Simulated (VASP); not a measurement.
Fe:

```
CELL_PARAMETERS angstrom
0.00000 1.94174 1.96511
1.49844 0.00000 1.96511
1.49844 1.94174 0.00000
ATOMIC_POSITIONS crystal
Fe 0.00000 0.00000 0.00000
```

```yaml
Program: VASP 6.6.1
Task: relaxation of cell and atoms
Functional: RPBE
Potentials_or_basis: VASP PAW PBE potentials, release 64 (Fe)
Cutoff: 600 eV
k_mesh: 13 × 13 × 13
Occupations: fermi-dirac, width 0.05 eV
Spin: collinear spin, ferromagnetic start
Starting_moments: "[3.0] μB"
```

At the start: pressure 4.9 GPa; volume 11.44 Å³/atom.

Q: Where does the relaxation end?

A: Over 11 steps the energy falls by 19.8 meV/atom and the volume is 11.72 Å³/atom (+2.5 %); space group I4/mmm (No. 139, to 0.1 Å) before, Im-3m (No. 229, to 0.1 Å); moment 2.25 μB per cell.

The path:
```csv
step,energy change (eV),largest force (eV/Å),pressure (GPa),volume (Å³)
1,0.0000,0.0000,4.88,11.44
2,-0.0110,0.0000,-2.47,12.02
3,-0.0113,0.0000,-1.62,11.94
4,-0.0159,0.0000,-1.15,11.87
5,-0.0197,0.0000,-0.06,11.73
6,-0.0197,0.0000,-0.14,11.74
7,-0.0197,0.0000,-0.10,11.74
8,-0.0198,0.0000,0.07,11.72
9,-0.0198,0.0000,0.13,11.72
10,-0.0198,0.0000,-0.06,11.74
11,-0.0198,0.0000,0.11,11.72
```

Final structure:
```yaml
crystal:
  lattice:
    - [0.00000, 2.02394, 2.02394]
    - [1.43082, 0.00000, 2.02394]
    - [1.43082, 2.02394, 0.00000]
  atoms:
    - { symbol: Fe, position: [0.00000, 0.00000, 0.00000] }
```

Caveat: the PAW data sets were made with another functional, which shifts forces and pressure a little.
